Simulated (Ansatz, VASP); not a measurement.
InP in VASP and in Ansatz

Contents of INCAR:

```
PREC     = Accurate       # precision mode
ENCUT    = 520            # plane-wave cutoff, eV
EDIFF    = 1E-6           # SCF threshold, eV
ISMEAR   = -1             # smearing method
SIGMA    = 0.03           # smearing width, eV
LREAL    = F              # projectors in reciprocal space
LASPH    = T              # aspherical terms in the spheres
NELM     = 60             # most SCF steps
ALGO     = Normal         # electronic algorithm
ISIF     = 2              # what is computed and relaxed
LWAVE    = F              # write WAVECAR
LCHARG   = T              # write CHGCAR
GGA      = PE             # functional
LELF     = T              # ELF
LVHAR    = T            
NBANDS   = 16             # bands
```

KPOINTS

```
regular mesh
0
Gamma
  11 11 11
```

File POSCAR:

```
InP
1.0
    0.0000000000      2.8550000000      2.8550000000
    2.8550000000      0.0000000000      2.8550000000
    2.8550000000      2.8550000000      0.0000000000
In P
1 1
Direct
    0.0000000000      0.0000000000      0.0000000000
    0.5000000000      0.5000000000      0.5000000000
```

Input for Ansatz:

```yaml
crystal:
  lattice:
    - [0.0, 2.855, 2.855]
    - [2.855, 0.0, 2.855]
    - [2.855, 2.855, 0.0]
  atoms:
    - { symbol: In, position: [0.0, 0.0, 0.0] }
    - { symbol: P, position: [0.5, 0.5, 0.5] }
kpoints:
  mp_grid: { grid: [11, 11, 11] }
scf:
  occupations: { method: fermi_dirac, width: 0.03 }
hamiltonian:
  xc: pbe
  pseudopotentials:
    kind: all_electron
    lapw: { basis_error: 0.00025, muffin_tin_radii: { In: 0.856, P: 0.856 } }
output:
  forces: true
  stress: true
  eigenvalues: true
```

Alike in both runs: task single point; functional PBE; k mesh 11 × 11 × 11; occupations fermi-dirac, width 0.03 eV; no spin polarisation.

```csv
,VASP,Ansatz
version,VASP 6.6.1,Ansatz 0.2.0
potentials or method,"VASP PAW PBE potentials, release 64 (In_d, P), cutoff 520 eV","all-electron LAPW, scalar-relativistic"
```

|  | VASP | Ansatz | Ansatz less VASP |
| --- | --- | --- | --- |
| pressure (GPa) | -5.4 | -5.4 | +0.04 |

Ansatz ran all-electron here, and VASP with PAW potentials.
